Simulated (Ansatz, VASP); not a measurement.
# Two plane-wave programs on As

```xyz
2
Lattice="1.8808 1.0859 3.5141 -1.8808 1.0859 3.5141 0.0000 -2.1718 3.5141" Properties=species:S:1:pos:R:3 pbc="T T T"
As    0.0000    0.0000    8.1597
As    0.0000    0.0000    2.3825
```

Alike in both runs: task single point; functional LDA; k mesh 6 × 6 × 6; occupations gaussian, width 0.1 eV; no spin polarisation.

```csv
,VASP,Ansatz
version,VASP 6.6.1,Ansatz 0.2.0
potentials or method,"VASP PAW LDA potentials, release 64 (As_d), cutoff 600 eV","scalar-relativistic, plane waves, PAW"
valence electrons in the cell,30,30
```

VASP gave:

* gap on the k mesh at the Fermi level (eV): none
* pressure (GPa): -1.3
* traceless stress, the component that is largest in VASP (GPa): -0.80
* rms of the force components (eV/Å): 0.113

Task: Estimate Ansatz's values.

Result: gap on the k mesh at the Fermi level (eV): none; pressure (GPa): -1.5; traceless stress, the component that is largest in VASP (GPa): -0.73; rms of the force components (eV/Å): 0.092.

LDA's correlation is that of Perdew and Zunger in VASP and of Perdew and Wang (1992) in Ansatz. Atom by atom the forces differ by 0.020 eV/Å (rms over components). A gap of «none» marks a metal or a gap that the smearing closes.
